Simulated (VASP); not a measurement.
Input of a VASP 6.6.1 run:

File INCAR:

```
PREC     = Accurate       # precision mode
ENCUT    = 500            # plane-wave cutoff, eV
EDIFF    = 1E-6           # SCF threshold, eV
ISMEAR   = 0              # smearing method
SIGMA    = 0.1            # smearing width, eV
LREAL    = F              # projectors in reciprocal space
LASPH    = T              # aspherical terms in the spheres
NELM     = 120            # most SCF steps
ALGO     = Normal         # electronic algorithm
ISIF     = 2              # what is computed and relaxed
LWAVE    = F              # write WAVECAR
LCHARG   = T              # write CHGCAR
GGA      = PE             # functional
LELF     = T              # ELF
LVHAR    = T            
NBANDS   = 21             # bands
GGA_COMPAT= F
```

The input KPOINTS:

```
regular mesh
0
Gamma
  6 6 2
```

POSCAR

```
Si3Ge
1.0
    2.7839507500      0.0000000000      0.0000000000
   -1.3919753700      2.4109720700      0.0000000000
    0.0000000000      0.0000000000      9.6651072500
Si Ge
3 1
Direct
    0.6666666700      0.3333333300      0.2500000000
    0.6666666700      0.3333333300      0.7500000000
    0.3333333300      0.6666666700      0.5000000000
    0.3333333300      0.6666666700      0.0000000000
```

Potentials or basis: VASP PAW PBE potentials, release 64 (Si, Ge_d).

Launch:

```console
$ cat potpaw_PBE.64/Si/POTCAR potpaw_PBE.64/Ge_d/POTCAR > POTCAR
$ mpirun -np 1 vasp_std > vasp.out
```

What does it give for the pressure?

-0.8 GPa.

Estimate the band gap on the k mesh.

zero (band 13 reaches 17.01 eV, above the bottom of band 14 at 5.65 eV).

What does it give for the largest force?

0.489 eV/Å.

Forces on the atoms (eV/Å):
```
Si   0.000  0.000  0.489
Si   0.000  0.000 -0.489
Si   0.000  0.000  0.000
Ge   0.000  0.000  0.000
```

Caveat: the k points lie up to 0.43 Å⁻¹ apart.
